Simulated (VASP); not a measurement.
Write the native input for VASP 6.6.1 that does the following.

* Task: single point
* Functional: BLYP
* Potentials or basis: VASP PAW PBE potentials, release 64 (Sc_sv)
* Cutoff: 520 eV
* k mesh: 13 × 13 × 9
* Occupations: fermi-dirac, width 0.1 eV
* Spin: no spin polarisation
* Dipole correction: no
* Further INCAR settings: ALGO = Normal; EDIFF = 1e-06; NBANDS = 18

The structure of Sc lies in POSCAR:

```
Sc
1.0
   -2.7696385315      2.7694418317      1.5168671940
    2.7694418317     -2.7696385315      1.5168671940
    2.7694697863      2.7694697863     -1.5172274500
Sc
2
Direct
    0.9999983892      0.0000016108      0.0000000000
    0.7500016108      0.2499983892      0.5000000000
```

These files were run (other wordings do the same):

INCAR

```
SYSTEM = Sc
AGGAC    = 1.0          
AGGAX    = 1.0          
ALDAC    = 0.0          
ALDAX    = 1.0          
ALGO     = Normal         ! electronic algorithm
EDIFF    = 1E-6           ! SCF threshold, eV
ENCUT    = 520            ! plane-wave cutoff, eV
GGA      = B5             ! functional
ISIF     = 2              ! what is computed and relaxed
ISMEAR   = -1             ! smearing method
LASPH    = .True.         ! aspherical terms in the spheres
LCHARG   = .True.         ! write CHGCAR
LELF     = .True.         ! ELF
LREAL    = .False.        ! projectors in reciprocal space
LVHAR    = .True.       
LWAVE    = .False.        ! write WAVECAR
NBANDS   = 18             ! bands
NELM     = 80             ! most SCF steps
PREC     = Accurate       ! precision mode
SIGMA    = 0.1            ! smearing width, eV
```

KPOINTS

```
k-points
0
Gamma
  13 13 9
  0 0 0
```

Potentials or basis: VASP PAW PBE potentials, release 64 (Sc_sv).

The run is started by

```console
$ cat potpaw_PBE.64/Sc_sv/POTCAR > POTCAR
$ mpirun -np 1 vasp_std > vasp.out
```

It gave:

```
Pressure               : 4.1 GPa
Band gap on the k mesh : zero (bands 11 and 12 overlap by 0.82 eV)
```

Caveat: the cell stands under pressure; the PAW data sets were made with another functional, which shifts forces and pressure a little.

Run time: 3.7 min on 1 thread of AMD EPYC 9R45 96-Core Processor (Zen 5), on a shared host, peak memory 0.36 GiB.
